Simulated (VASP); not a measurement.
Write the native input for VASP 6.6.1 that does the following.

- Task: single point
- Functional: PBE
- Potentials or basis: VASP PAW PBE potentials, release 64 (Hg)
- Cutoff: 500 eV
- k mesh: 12 × 12 × 12
- Occupations: fermi-dirac, width 0.08 eV
- Spin: no spin polarisation
- Dipole correction: no
- Further INCAR settings: ALGO = Normal; EDIFF = 1e-06; NBANDS = 12

The structure of Hg lies in POSCAR:

```
Hg
1.0
    2.4609561402      0.0000000000      0.0000000000
    0.0000000000      2.4609561402      0.0000000000
    0.0000000000      0.0000000000      2.4609561402
Hg
1
Direct
    0.0000000000      0.0000000000      0.0000000000
```

This cell differs from its parent crystal: volume scaled by 0.5.

These files were run (other wordings do the same):

INCAR

```
PREC = Accurate ; ENCUT = 500
EDIFF = 1E-6 ; ISMEAR = -1
SIGMA = 0.08 ; LREAL = F
LASPH = T ; NELM = 120
ALGO = Normal ; ISIF = 2
LWAVE = F ; LCHARG = F
GGA = PE ; NBANDS = 12
GGA_COMPAT = F
```

KPOINTS

```
regular mesh
0
Gamma
  12 12 12
```

Potentials or basis: VASP PAW PBE potentials, release 64 (Hg).

The run is started by

```console
$ cat potpaw_PBE.64/Hg/POTCAR > POTCAR
$ mpirun -np 1 vasp_std > vasp.out
```

Results of the run:

```
Pressure               : 141.3 GPa
Band gap on the k mesh : zero (band 6 reaches 14.91 eV, above the bottom of band 7 at 6.97 eV)
```

Caveat: spin-orbit coupling is left out, which moves the levels of the heavy elements.

Run time: 15 s on 1 thread of Intel Xeon 8259CL (shared host), peak memory 0.13 GiB.
